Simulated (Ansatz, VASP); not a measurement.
# One calculation of ZnSn4N, two programs

Contents of INCAR:

```
PREC = Accurate
ENCUT = 600
EDIFF = 1E-6
ISMEAR = 0
SIGMA = 0.1
LREAL = False
LASPH = True
NELM = 80
ALGO = Normal
ISIF = 3
LWAVE = False
LCHARG = False
GGA = PE
IBRION = 2
NSW = 100
EDIFFG = -0.01
```

The input KPOINTS:

```
regular mesh
0
Gamma
  8 8 8
```

The input POSCAR:

```
ZnSn4N
1.0
    0.0000000000      4.2630816841      4.2630816841
    4.2630816841      0.0000000000      4.2630816841
    4.2630816841      4.2630816841      0.0000000000
Zn Sn N
1 4 1
Direct
    0.2500000000      0.2500000000      0.2500000000
    0.6253032522      0.6253032522      0.1240902434
    0.6253032522      0.1240902434      0.6253032522
    0.1240902434      0.6253032522      0.6253032522
    0.6253032522      0.6253032522      0.6253032522
    0.0000000000      0.0000000000      0.0000000000
```

Input for Ansatz:

```yaml
crystal:
  lattice:
    - [0.0, 4.2630816841, 4.2630816841]
    - [4.2630816841, 0.0, 4.2630816841]
    - [4.2630816841, 4.2630816841, 0.0]
  atoms:
    - { symbol: Zn, position: [0.25, 0.25, 0.25] }
    - { symbol: Sn, position: [0.6253032522, 0.6253032522, 0.1240902434] }
    - { symbol: Sn, position: [0.6253032522, 0.1240902434, 0.6253032522] }
    - { symbol: Sn, position: [0.1240902434, 0.6253032522, 0.6253032522] }
    - { symbol: Sn, position: [0.6253032522, 0.6253032522, 0.6253032522] }
    - { symbol: "N", position: [0.0, 0.0, 0.0] }
basis:
  ecutwfc: 420
kpoints:
  mp_grid: { grid: [8, 8, 8] }
hamiltonian:
  xc: pbe
scf:
  occupations: { method: gaussian, width: 0.1 }
output:
  forces: true
  stress: true
  eigenvalues: true
  write_density: true
  write_potential: true
  elf: true
  volumetric_format: npy
relax:
  adjacent_minimum: "off"
  f_tol: 0.01
  max_steps: 80
  cell: { stress_tol: 0.05 }
```

Change from the starting cell: species swapped into the CeYNi4 type (F-43m, No. 216).

Alike in both runs: task relaxation of cell and atoms; functional PBE; k mesh 8 × 8 × 8; occupations gaussian, width 0.1 eV; no spin polarisation.

|  | VASP | Ansatz |
| --- | --- | --- |
| version | VASP 6.6.1 | Ansatz 0.2.0 |
| potentials or method | VASP PAW PBE potentials, release 64 (Zn, Sn_d, N), cutoff 600 eV | scalar-relativistic, plane waves, PAW |
| valence electrons in the cell | 73 | 73 |

|  | VASP | Ansatz | Ansatz less VASP |
| --- | --- | --- | --- |
| gap on the k mesh at the Fermi level, each at its own relaxed structure (eV) | none | none | - |
| relaxed volume (Å³/atom) | 26.02 | 26.06 | +0.038 |
| relaxed cell length with the largest relative difference (Å) | 6.044 | 6.047 | +0.0029 |

A gap of «none» marks a metal or a gap that the smearing closes.
